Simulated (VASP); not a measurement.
# Zr (P6/mmm) in VASP: single point with PBEsol

Aim: the single point of Zr with PBEsol.

Everything below comes from runs of VASP 6.6.1. Logs are shortened: lines on timing, memory, paths and dates and some standing lists are left out, and cuts for length are marked.

## Step 1: The cell of the first run

It takes space group P6/mmm (No. 191, hexagonal). The conventional cell has a = 4.056 Å, b = 4.056 Å, c = 2.313 Å, α = 90.00°, β = 90.00°, γ = 120.00°. Zr (site symmetry 6/mmm) has 14 Zr at 2.31 to 2.61 Å within 3.1 Å. Zr (site symmetry -6m2) has 11 Zr at 2.31 to 2.61 Å within 3.1 Å.

## Step 2: Single point, PBEsol

INCAR

```
SYSTEM = Zr
PREC = Accurate
ENCUT = 520
EDIFF = 1E-6
ISMEAR = -1
SIGMA = 0.08
LREAL = .FALSE.
LASPH = .TRUE.
NELM = 60
ALGO = Normal
ISIF = 2
LWAVE = .FALSE.
LCHARG = .TRUE.
GGA = PS
LELF = .TRUE.
LVHAR = .TRUE.
NBANDS = 25
```

KPOINTS

```
regular mesh
0
G
  9 9 13
  0 0 0
```

POSCAR

```
Zr
1.0
    4.0557635534      0.0000000000      0.0000000000
   -2.0278817767      3.5123942690      0.0000000000
    0.0000000000      0.0000000000      2.3132184121
Zr
3
Direct
    0.0000000000      0.0000000000      0.0000000000
    0.3333333333      0.6666666667      0.5000000000
    0.6666666667      0.3333333333      0.5000000000
```

Potentials or basis: VASP PAW PBE potentials, release 64 (Zr_sv).

Launch:

```bash
cat potpaw_PBE.64/Zr_sv/POTCAR > POTCAR
mpirun -np 1 vasp_std > vasp.out
```

OUTCAR:

```text
SYSTEM = Zr
   PREC = Accurate
   ENCUT = 520
   EDIFF = 1E-6
   ISMEAR = -1
   LREAL = .FALSE.
   LASPH = .TRUE.
   NELM = 60
   ISIF = 2
   GGA = PS

 ion  position               nearest neighbor table
   1  0.000  0.000  0.000-   2 2.61   3 2.61   2 2.61   3 2.61   3 2.61   3 2.61   2 2.61   2 2.61
                             3 2.61   3 2.61   2 2.61   2 2.61
   2  0.333  0.667  0.500-   3 2.34   3 2.34   3 2.34   1 2.61   1 2.61   1 2.61   1 2.61   1 2.61
                             1 2.61   3 3.29   3 3.29   3 3.29   3 3.29   3 3.29   3 3.29
   3  0.667  0.333  0.500-   2 2.34   2 2.34   2 2.34   1 2.61   1 2.61   1 2.61   1 2.61   1 2.61
                             1 2.61   2 3.29   2 3.29   2 3.29   2 3.29   2 3.29   2 3.29

  LATTYP: Found a hexagonal cell.
 ALAT       =     4.0557635534
 C/A-ratio  =     0.5703533704

  Lattice vectors:

 A1 = (   4.0557635534,   0.0000000000,   0.0000000000)
 A2 = (  -2.0278817767,   3.5123942690,   0.0000000000)
 A3 = (   0.0000000000,   0.0000000000,   2.3132184121)

Analysis of symmetry for initial positions (statically):
=====================================================================
 Subroutine PRICEL returns:
 Original cell was already a primitive cell.

 Routine SETGRP: Setting up the symmetry group for a
 hexagonal supercell.

 Subroutine GETGRP returns: Found 24 space group operations
 (whereof 24 operations were pure point group operations)
 out of a pool of 24 trial point group operations.

The static configuration has the point symmetry D_6h.

Analysis of symmetry for dynamics (positions and initial velocities):
=====================================================================
 Subroutine PRICEL returns:
 Original cell was already a primitive cell.

 Routine SETGRP: Setting up the symmetry group for a
 hexagonal supercell.

 Subroutine GETGRP returns: Found 24 space group operations
 (whereof 24 operations were pure point group operations)
 out of a pool of 24 trial point group operations.

The dynamic configuration has the point symmetry D_6h.

 Subroutine INISYM returns: Found 24 space group operations
 (whereof 24 operations are pure point group operations),
 and found     1 'primitive' translations

----------------------------------------------------------------------------------------

                                     Primitive cell

  volume of cell :      32.9528

  direct lattice vectors                    reciprocal lattice vectors
     4.055763553  0.000000000  0.000000000     0.246562697  0.142353039  0.000000000
    -2.027881777  3.512394269  0.000000000     0.000000000  0.284706079  0.000000000
     0.000000000  0.000000000  2.313218412     0.000000000  0.000000000  0.432298133

  length of vectors
     4.055763553  4.055763553  2.313218412     0.284706079  0.284706079  0.432298133

  position of ions in fractional coordinates (direct lattice)
     0.000000000  0.000000000  0.000000000
     0.333333333  0.666666667  0.500000000
     0.666666667  0.333333333  0.500000000

  ion indices of the primitive-cell ions
   primitive index   ion index
                 1           1
                 2           2
                 3           3

----------------------------------------------------------------------------------------

 KPOINTS: regular mesh

Automatic generation of k-mesh.
 Grid dimensions read from file:
 generate k-points for:    9    9   13

 Generating k-lattice:

  Cartesian coordinates                     Fractional coordinates (reciprocal lattice)
     0.027395855  0.015817004  0.000000000     0.111111111 -0.000000000  0.000000000
     0.000000000  0.031634009  0.000000000     0.000000000  0.111111111  0.000000000
     0.000000000  0.000000000  0.033253703     0.000000000  0.000000000  0.076923077

  Length of vectors
     0.031634009  0.031634009  0.033253703

  Shift w.r.t. Gamma in fractional coordinates (k-lattice)
     0.000000000  0.000000000  0.000000000

 Subroutine IBZKPT returns following result:
 ===========================================

 Found     84 irreducible k-points:

 Following reciprocal coordinates:
            Coordinates               Weight
  0.000000  0.000000  0.000000      1.000000
  0.111111  0.000000  0.000000      6.000000
  0.222222  0.000000  0.000000      6.000000
  0.333333  0.000000  0.000000      6.000000
  0.444444  0.000000  0.000000      6.000000
  0.111111  0.111111  0.000000      6.000000
[... 16 lines left out ...]
  0.333333  0.222222  0.076923     24.000000
  0.333333  0.333333  0.076923      4.000000
 [... further k-points ...]
   k-points           NKPTS =     84   k-points in BZ     NKDIM =     84   number of bands    NBANDS=     25
   number of dos      NEDOS =    301   number of ions     NIONS =      3
   total plane-waves  NPLWV =  16200
   dimension x,y,z NGX =    30 NGY =   30 NGZ =   18
   dimension x,y,z NGXF=    60 NGYF=   60 NGZF=   36
   ions per type =               3
   NGX,Y,Z   is equivalent  to a cutoff of  12.30, 12.30, 12.94 a.u.
   NGXF,Y,Z  is equivalent  to a cutoff of  24.59, 24.59, 25.87 a.u.
 SYSTEM =  Zr
   PREC   = accura    normal or accurate (medium, high low for compatibility)
   ISTART =      0    job   : 0-new  1-cont  2-samecut
   ICHARG =      2    charge: 1-file 2-atom 10-const
   ISPIN  =      1    spin polarized calculation?
   LNONCOLLINEAR =      F non collinear calculations
   LSORBIT =      F    spin-orbit coupling
   LASPH  =      T    aspherical Exc in radial PAW
   ENCUT  =  520.0 eV  38.22 Ry    6.18 a.u.   7.54  7.54  4.30*2*pi/ulx,y,z
   NELM   =     60;   NELMIN=  2; NELMDL= -5     # of ELM steps
   EDIFF  = 0.1E-05   stopping-criterion for ELM
   LREAL  =      F    real-space projection
   EDIFFG = 0.1E-04   stopping-criterion for IOM
   NSW    =      0    number of steps for IOM
   IBRION =     -1    ionic relax: 0-MD 1-quasi-New 2-CG
   NFREE  =      0    steps in history (QN), initial steepest desc. (CG)
   ISIF   =      2    stress and relaxation
   ISYM   =      2    0-nonsym 1-usesym 2-fastsym
   POTIM  = 0.5000    time-step for ionic-motion
   TEBEG  =    0.0;   TEEND  =   0.0 temperature during run
   PSTRESS=    0.0 pullay stress
   NELECT =      36.0000    total number of electrons
   NUPDOWN=      -1.0000    fix difference up-down
   EMIN   =  10.00;   EMAX   =-10.00  energy-range for DOS
   EFERMI =   0.00;   METHOD = LEGACY
   ISMEAR =    -1;   SIGMA  =   0.08  broadening in eV -4-tet -1-fermi 0-gaus
   EFERMI_NEDOS =   21; number of points for ismear=-14 and -15
   IALGO  =     38    algorithm
   IMIX   =      4    mixing-type and parameters
     AMIX     =   0.40;   BMIX     =  1.00
     AMIX_MAG =   1.60;   BMIX_MAG =  1.00
  volume/ion in A,a.u.               =      10.98        74.13
  Fermi-wavevector in a.u.,A,eV,Ry     =   1.686080  3.186229 38.679533  2.842865
  Thomas-Fermi vector in A             =   2.768809
   LORBIT       =      0    0 simple, 1 ext, 2 COOP (PROOUT), +10 PAW based schemes
   GGA     = PS    functional components
   LHFCALC =     F    Hartree Fock is set to
   AEXX    =    0.0000 exact exchange contribution
   IVDW    =     0    specifies the selected vdW correction
   LEPSILON=     F    determine dielectric tensor
   LRPA    =     F    only Hartree local field effects (RPA)
 non-spin polarized calculation
  energy-cutoff  :      520.00
  volume of cell :       32.95
 maximum number of plane-waves:       906
 NGX is ok and might be reduce to    30
   NGX = 15   NGY = 15   NGZ =  9

 number of electron      36.0000000 magnetization

 Free energy of the ion-electron system (eV)
  ---------------------------------------------------
  ext. energy  EPLUGINS =         0.00000000
  ---------------------------------------------------
  free energy    TOTEN  =       -13.29975064 eV

  energy without entropy =      -13.25890502  energy(sigma->0) =      -13.27932783

 E-fermi :  20.0096     XC(G=0): -15.1500

 val. band max:       19.9942846426   @ k =   0.2222   0.0000   0.0000
 cond. band min:      20.0148909096   @ k =   0.1111   0.1111   0.0769
 fundamental gap:      0.0206062670
 Fermi energy:        20.0096412922

 k-point     1 :       0.0000    0.0000    0.0000
  band No.  band energies     occupation
      1     -29.9016      2.00000
      2     -27.6290      2.00000
      3     -27.5844      2.00000
      4      -9.0225      2.00000
      5      -9.0225      2.00000
      6      -8.1472      2.00000
[... 17 lines left out ...]
     24      24.8998      0.00000
     25      25.0450      0.00000

 k-point     2 :       0.1111    0.0000    0.0000
  band No.  band energies     occupation
      1     -29.8357      2.00000
      2     -27.6679      2.00000
      3     -27.6402      2.00000
      4      -9.3784      2.00000
      5      -9.2384      2.00000
      6      -7.6870      2.00000
[... 17 lines left out ...]
     24      24.2669      0.00000
     25      25.9887      0.00000

 k-point     3 :       0.2222    0.0000    0.0000
  band No.  band energies     occupation
      1     -29.6446      2.00000
      2     -27.8400      2.00000
      3     -27.7335      2.00000
      4      -9.8548      2.00000
      5      -9.2860      2.00000
      6      -6.9097      2.00000
[... 17 lines left out ...]
     24      24.3540      0.00000
     25      27.1157      0.00000

 k-point     4 :       0.3333    0.0000    0.0000
  band No.  band energies     occupation
      1     -29.3493      2.00000
      2     -28.1388      2.00000
      3     -27.8160      2.00000
      4     -10.2037      2.00000
      5      -8.9294      2.00000
      6      -6.1005      2.00000
[... 17 lines left out ...]
     24      26.1495      0.00000
     25      28.1607      0.00000
[... 477 lines left out ...]
 k-point    22 :       0.2222    0.2222    0.0769
  band No.  band energies     occupation
      1     -29.1124      2.00000
      2     -28.0918      2.00000
      3     -27.9402      2.00000
      4      -9.6862      2.00000
      5      -9.2479      2.00000
      6      -6.5323      2.00000
[... 17 lines left out ...]
     24      25.4355      0.00000
     25      26.3440      0.00000

 k-point    23 :       0.3333    0.2222    0.0769
  band No.  band energies     occupation
      1     -28.7900      2.00000
      2     -28.3681      2.00000
      3     -28.0316      2.00000
      4      -9.6775      2.00000
      5      -8.7084      2.00000
      6      -7.6159      2.00000
[... 17 lines left out ...]
     24      26.5226      0.00000
     25      26.7528      0.00000

 k-point    24 :       0.3333    0.3333    0.0769
  band No.  band energies     occupation
      1     -28.5257      2.00000
      2     -28.5257      2.00000
      3     -28.1554      2.00000
      4      -9.3140      2.00000
      5      -8.4596      2.00000
      6      -8.4596      2.00000
[... 17 lines left out ...]
     24      26.8005      0.00000
     25      27.5551      0.00000

 [... further k-points ...]
[... 5 lines left out ...]
  --------------------------------------------------------------------------------------
  -------------------------------------------------------------------------------------
  Total       45.7544597     45.7544597     46.0008627      0.0000000     -0.0000000      0.0000000
  in kB     2224.5977081   2224.5977081   2236.5779051      0.0000000     -0.0000000      0.0000000
  external PRESSURE =    2228.5911071 kB  Pullay stress =       0.0000000 kB

 VOLUME and BASIS-vectors are now :
 -----------------------------------------------------------------------------
  energy-cutoff  :      520.00
  volume of cell :       32.95
      direct lattice vectors                 reciprocal lattice vectors
     4.055763553  0.000000000  0.000000000     0.246562697  0.142353039  0.000000000
    -2.027881777  3.512394269  0.000000000     0.000000000  0.284706079  0.000000000
     0.000000000  0.000000000  2.313218412     0.000000000  0.000000000  0.432298133

 POSITION                                       TOTAL-FORCE (eV/Angst)
 -----------------------------------------------------------------------------------
      0.00000      0.00000      0.00000         0.000000      0.000000      0.000000
     -0.00000      2.34160      1.15661        -0.000000     -0.000000      0.000000
      2.02788      1.17080      1.15661         0.000000      0.000000     -0.000000
 -----------------------------------------------------------------------------------
    total drift:                               -0.000000      0.000000      0.000000

  FREE ENERGIE OF THE ION-ELECTRON SYSTEM (eV)
  ---------------------------------------------------
  free  energy   TOTEN  =       -13.2997506411 eV

  energy  without entropy=      -13.2589050169  energy(sigma->0) =      -13.27932783
```

It took 43 s on 1 thread of Intel Xeon 6975P-C, shared host; peak memory 0.18 GiB.

What came out:

```
Free energy            : -13.2998 eV
Pressure               : 222.9 GPa
Band gap on the k mesh : zero (band 18 reaches 21.76 eV, above the bottom of band 19 at 18.77 eV)
```

Caveat: the PAW data sets were made with another functional, which shifts forces and pressure a little.
